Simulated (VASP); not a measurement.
# Ru (R-3m) in VASP: a series of runs

Runs on Ru. Level: PBE. Tasks: single point.

Program: VASP 6.6.1. These are calculated values, not measurements. Logs are shortened: lines on timing, memory, paths and dates and some standing lists are left out, and cuts for length are marked.

## (1) The cell of the first run

It takes space group R-3m (No. 166, trigonal). Conventional cell: a = 2.687 Å, b = 2.687 Å, c = 5.890 Å, α = 90.00°, β = 90.00°, γ = 120.00°. Ru (site symmetry -3m) has 12 Ru at 2.50 to 2.69 Å within 3.3 Å.

## (2) Single point, PBE

The input, INCAR:

```
SYSTEM = Ru
ALGO = Normal
EDIFF = 1E-6
ENCUT = 520
GGA = PE
ISIF = 2
ISMEAR = 0
LASPH = .True.
LCHARG = .False.
LREAL = .False.
LWAVE = .False.
NBANDS = 13
NELM = 80
PREC = Accurate
SIGMA = 0.15
```

The input, KPOINTS:

```
k-points
0
Gamma
  20 20 20
  0 0 0
```

The input, POSCAR:

```
Ru
1.0
   -0.1333558828      1.7669654465      1.7669654465
    1.7669654465     -0.1333558828      1.7669654465
    1.7669654465      1.7669654465     -0.1333558828
Ru
1
Direct
    0.0000000000      0.0000000000      0.0000000000
```

Potentials or basis: VASP PAW PBE potentials, release 64 (Ru_pv).

On the command line:

```
cat potpaw_PBE.64/Ru_pv/POTCAR > POTCAR
mpirun -np 1 vasp_std > vasp.out
```

OUTCAR:

```text
SYSTEM = Ru
   EDIFF = 1E-6
   ENCUT = 520
   GGA = PE
   ISIF = 2
   ISMEAR = 0
   LASPH = .True.
   LREAL = .False.
   NELM = 80
   PREC = Accurate

 ion  position               nearest neighbor table
   1  0.000  0.000  0.000-

  LATTYP: Found a trigonal (rhomboedric) cell.
 ALAT       =     2.5024223404
 COS(alpha) =     0.4233226837

  Lattice vectors:

 A1 = (  -0.1333558828,   1.7669654465,   1.7669654465)
 A2 = (   1.7669654465,  -0.1333558828,   1.7669654465)
 A3 = (   1.7669654465,   1.7669654465,  -0.1333558828)

Analysis of symmetry for initial positions (statically):
=====================================================================
 Subroutine PRICEL returns:
 Original cell was already a primitive cell.

 Routine SETGRP: Setting up the symmetry group for a
 trigonal (rhombohedral) supercell.

 Subroutine GETGRP returns: Found 12 space group operations
 (whereof 12 operations were pure point group operations)
 out of a pool of 12 trial point group operations.

The static configuration has the point symmetry D_3d.

Analysis of symmetry for dynamics (positions and initial velocities):
=====================================================================
 Subroutine PRICEL returns:
 Original cell was already a primitive cell.

 Routine SETGRP: Setting up the symmetry group for a
 trigonal (rhombohedral) supercell.

 Subroutine GETGRP returns: Found 12 space group operations
 (whereof 12 operations were pure point group operations)
 out of a pool of 12 trial point group operations.

The dynamic configuration has the point symmetry D_3d.

 Subroutine INISYM returns: Found 12 space group operations
 (whereof 12 operations are pure point group operations),
 and found     1 'primitive' translations

----------------------------------------------------------------------------------------

                                     Primitive cell

  volume of cell :      12.2802

  direct lattice vectors                    reciprocal lattice vectors
    -0.133355883  1.766965446  1.766965446    -0.252795224  0.273431569  0.273431569
     1.766965446 -0.133355883  1.766965446     0.273431569 -0.252795224  0.273431569
     1.766965446  1.766965446 -0.133355883     0.273431569  0.273431569 -0.252795224

  length of vectors
     2.502422340  2.502422340  2.502422340     0.461990337  0.461990337  0.461990337

  position of ions in fractional coordinates (direct lattice)
     0.000000000  0.000000000  0.000000000

[... 82 lines left out ...]
   ISYM   =      2    0-nonsym 1-usesym 2-fastsym
   POTIM  = 0.5000    time-step for ionic-motion
   TEBEG  =    0.0;   TEEND  =   0.0 temperature during run
   PSTRESS=    0.0 pullay stress
   NELECT =      14.0000    total number of electrons
   NUPDOWN=      -1.0000    fix difference up-down
   EMIN   =  10.00;   EMAX   =-10.00  energy-range for DOS
   EFERMI =   0.00;   METHOD = LEGACY
   ISMEAR =     0;   SIGMA  =   0.15  broadening in eV -4-tet -1-fermi 0-gaus
   EFERMI_NEDOS =   21; number of points for ismear=-14 and -15
   IALGO  =     38    algorithm
   IMIX   =      4    mixing-type and parameters
     AMIX     =   0.40;   BMIX     =  1.00
     AMIX_MAG =   1.60;   BMIX_MAG =  1.00
  volume/ion in A,a.u.               =      12.28        82.87
  Fermi-wavevector in a.u.,A,eV,Ry     =   1.710207  3.231823 39.794431  2.924808
  Thomas-Fermi vector in A             =   2.788549
   LORBIT       =      0    0 simple, 1 ext, 2 COOP (PROOUT), +10 PAW based schemes
   GGA     = PE    functional components
   LHFCALC =     F    Hartree Fock is set to
   AEXX    =    0.0000 exact exchange contribution
   IVDW    =     0    specifies the selected vdW correction
   LEPSILON=     F    determine dielectric tensor
   LRPA    =     F    only Hartree local field effects (RPA)
 non-spin polarized calculation
 Gauss-broadening in eV      SIGMA  =   0.15
  energy-cutoff  :      520.00
  volume of cell :       12.28
 maximum number of plane-waves:       341
   NGX =  9   NGY =  9   NGZ =  9

 number of electron      14.0000004 magnetization

 Free energy of the ion-electron system (eV)
  ---------------------------------------------------
  ext. energy  EPLUGINS =         0.00000000
  ---------------------------------------------------
  free energy    TOTEN  =        -8.69180840 eV

  energy without entropy =       -8.68008217  energy(sigma->0) =       -8.68594529

 E-fermi :  14.7089     XC(G=0): -14.7380

 val. band max:       14.7069840429   @ k =  -0.4500   0.3000  -0.0000
 cond. band min:      14.7094228844   @ k =  -0.2000  -0.3000   0.1000
 fundamental gap:      0.0024388415
 Fermi energy:        14.7088531589

 k-point     1 :       0.0000    0.0000    0.0000
  band No.  band energies     occupation
      1     -27.8056      2.00000
      2     -27.8056      2.00000
      3     -27.5868      2.00000
      4       6.2076      2.00000
      5      10.8692      2.00000
      6      10.8692      2.00000
      7      12.9889      2.00000
      8      14.7509      0.69200
      9      14.7509      0.69200
     10      25.1617      0.00000
     11      29.6023      0.00000
     12      34.9523      0.00000
     13      34.9523      0.00000
[... 354 lines left out ...]
  band No.  band energies     occupation
      1     -28.9804      2.00000
      2     -27.9101      2.00000
      3     -27.7885      2.00000
      4       8.1308      2.00000
      5      10.8220      2.00000
      6      12.8530      2.00000
      7      13.2776      2.00000
      8      15.6713      0.00000
      9      16.2966      0.00000
     10      25.1607      0.00000
     11      27.6107      0.00000
     12      31.0844      0.00000
     13      36.9154      0.00000

 [... further k-points ...]

------------------------ aborting loop because EDIFF is reached ----------------------------------------

  FORCE on cell =-STRESS in cart. coord.  units (eV):
  Direction    XX          YY          ZZ          XY          YZ          ZX
  --------------------------------------------------------------------------------------
  -------------------------------------------------------------------------------------
  Total        4.1973757      4.1973757      4.1973757      1.9377882      1.9377882      1.9377882
  in kB      547.6233766    547.6233766    547.6233766    252.8194328    252.8194328    252.8194328
  external PRESSURE =     547.6233766 kB  Pullay stress =       0.0000000 kB

 VOLUME and BASIS-vectors are now :
 -----------------------------------------------------------------------------
  energy-cutoff  :      520.00
  volume of cell :       12.28
      direct lattice vectors                 reciprocal lattice vectors
    -0.133355883  1.766965446  1.766965446    -0.252795224  0.273431569  0.273431569
     1.766965446 -0.133355883  1.766965446     0.273431569 -0.252795224  0.273431569
     1.766965446  1.766965446 -0.133355883     0.273431569  0.273431569 -0.252795224

 POSITION                                       TOTAL-FORCE (eV/Angst)
 -----------------------------------------------------------------------------------
      0.00000      0.00000      0.00000        -0.000000      0.000000     -0.000000
 -----------------------------------------------------------------------------------
    total drift:                               -0.000000     -0.000000     -0.000000

  FREE ENERGIE OF THE ION-ELECTRON SYSTEM (eV)
  ---------------------------------------------------
  free  energy   TOTEN  =        -8.6918083970 eV

  energy  without entropy=       -8.6800821748  energy(sigma->0) =       -8.68594529
```

OSZICAR:

```text
N       E                     dE             d eps       ncg     rms          rms(c)
DAV:   1     0.105342432204E+03    0.10534E+03   -0.84409E+03 20488   0.117E+03
DAV:   2    -0.805023743644E+01   -0.11339E+03   -0.10879E+03 21976   0.328E+02
DAV:   3    -0.925659835394E+01   -0.12064E+01   -0.12011E+01 22996   0.371E+01
DAV:   4    -0.925993304027E+01   -0.33347E-02   -0.33346E-02 21931   0.208E+00
DAV:   5    -0.925995296629E+01   -0.19926E-04   -0.19926E-04 22921   0.147E-01    0.165E+01
DAV:   6    -0.874948723351E+01    0.51047E+00   -0.71513E-01 20636   0.115E+01    0.584E+00
DAV:   7    -0.869623641451E+01    0.53251E-01   -0.90629E-02 22426   0.389E+00    0.136E+00
DAV:   8    -0.869204738145E+01    0.41890E-02   -0.64159E-03 20541   0.109E+00    0.228E-01
DAV:   9    -0.869180343276E+01    0.24395E-03   -0.12707E-04 21996   0.155E-01    0.239E-02
DAV:  10    -0.869180868681E+01   -0.52541E-05   -0.42051E-06 22396   0.250E-02    0.623E-03
DAV:  11    -0.869180839695E+01    0.28986E-06   -0.39085E-07 11123   0.822E-03
   1 F= -.86918084E+01 E0= -.86859453E+01  d E =-.117262E-01
```

Run time: 54 s. Hardware: 1 thread of AMD EPYC 9R45 (Zen 5), shared host; peak memory 0.19 GiB.

What came out:

| Item | Value |
| --- | --- |
| Free energy | -8.6918 eV |
| Pressure | 54.8 GPa |
| Band gap on the k mesh | zero (band 7 reaches 17.24 eV, above the bottom of band 8 at 12.78 eV) |

Stress tensor (GPa, compression positive):
```
54.76 25.28 25.28
25.28 54.76 25.28
25.28 25.28 54.76
```

Levels at points of the mesh, in eV from the Fermi level:
| k point | band 5 | band 6 | band 7 | band 8 | band 9 | band 10 |
| --- | --- | --- | --- | --- | --- | --- |
| (0.00, 0.00, 0.00) | -3.84 | -3.84 | -1.72 | 0.04 | 0.04 | 10.45 |
| (0.50, 0.00, 0.00) | -4.09 | -1.97 | 0.71 | 1.26 | 2.29 | 10.45 |
| (0.50, 0.50, 0.00) | -6.87 | 1.66 | 2.46 | 3.06 | 4.12 | 10.45 |
| (0.50, 0.50, 0.50) | -3.61 | -3.61 | 2.53 | 2.53 | 2.59 | 10.45 |

## (3) Single point, PBE

This run uses another cell than the first one, of 12.77 Å³/atom, 1.040 times its volume.

The input, INCAR:

```
PREC = Accurate ; ENCUT = 520
EDIFF = 1E-7 ; ISMEAR = 0
SIGMA = 0.15 ; LREAL = False
LASPH = True ; NELM = 80
ALGO = Normal ; ISIF = 2
LWAVE = False ; LCHARG = False
GGA = PE ; NBANDS = 13
```

The input, KPOINTS:

```
Automatic mesh
0
Gamma
  20 20 20
```

The input, POSCAR:

```
Ru
1.0
   -0.1333558828      1.7907789969      1.7907789969
    1.7907789969     -0.1333558828      1.7907789969
    1.7907789969      1.7907789969     -0.1333558828
Ru
1
Direct
    0.0000000000      0.0000000000      0.0000000000
```

Potentials or basis: VASP PAW PBE potentials, release 64 (Ru_pv).

On the command line:

```
cat potpaw_PBE.64/Ru_pv/POTCAR > POTCAR
mpirun -np 1 vasp_std > vasp.out
```

Run time: 66 s. Hardware: 1 thread of AMD EPYC 9R45 (Zen 5), shared host; peak memory 0.2 GiB.

It converged, with:

| Item | Value |
| --- | --- |
| Free energy | -8.8335 eV |
| Pressure | 35.4 GPa |
| Band gap on the k mesh | zero (band 7 reaches 16.31 eV, above the bottom of band 8 at 12.15 eV) |

Stress tensor (GPa, compression positive):
```
35.41 22.14 22.14
22.14 35.41 22.14
22.14 22.14 35.41
```

Levels at points of the mesh, in eV from the Fermi level:
| k point | band 4 | band 5 | band 6 | band 7 | band 8 | band 9 | band 10 | band 11 |
| --- | --- | --- | --- | --- | --- | --- | --- | --- |
| (0.00, 0.00, 0.00) | -8.28 | -3.62 | -3.62 | -1.64 | 0.03 | 0.03 | 10.49 | 14.94 |
| (0.50, 0.00, 0.00) | -6.54 | -3.85 | -1.86 | 0.68 | 1.19 | 2.15 | 10.41 | 10.53 |
| (0.50, 0.50, 0.00) | -7.02 | -6.50 | 1.56 | 2.31 | 2.87 | 3.95 | 10.49 | 12.60 |
| (0.50, 0.50, 0.50) | -6.71 | -3.39 | -3.39 | 2.37 | 2.37 | 2.46 | 10.48 | 12.66 |

(Part 1 of 3 ends here.)
